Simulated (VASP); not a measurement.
A run of VASP 6.6.1 is set up as follows.

Contents of INCAR:

```
ALGO = Normal
EDIFF = 1E-7
ENCUT = 520
GGA = PE
ISIF = 2
ISMEAR = -1
LASPH = T
LCHARG = F
LREAL = F
LWAVE = F
NBANDS = 13
NELM = 100
PREC = Accurate
SIGMA = 0.1
```

The input KPOINTS:

```
k-points
0
Gamma
  10 10 10
```

Contents of POSCAR:

```
Se
1.0
    0.0000000000      3.2087232897      3.2087232897
    3.2087232897      0.0000000000      3.2087232897
    3.2087232897      3.2087232897      0.0000000000
Se
2
Direct
    0.1250000000      0.1250000000      0.1250000000
    0.8750000000      0.8750000000      0.8750000000
```

Potentials or basis: VASP PAW PBE potentials, release 64 (Se).

Run with:

```sh
$ cat potpaw_PBE.64/Se/POTCAR > POTCAR
$ mpirun -np 1 vasp_std > vasp.out
```

Q: Predict the pressure.

A: -1.4 GPa.

Q: Estimate the band gap on the k mesh.

A: Zero (bands 6 and 7 overlap by 1.00 eV).
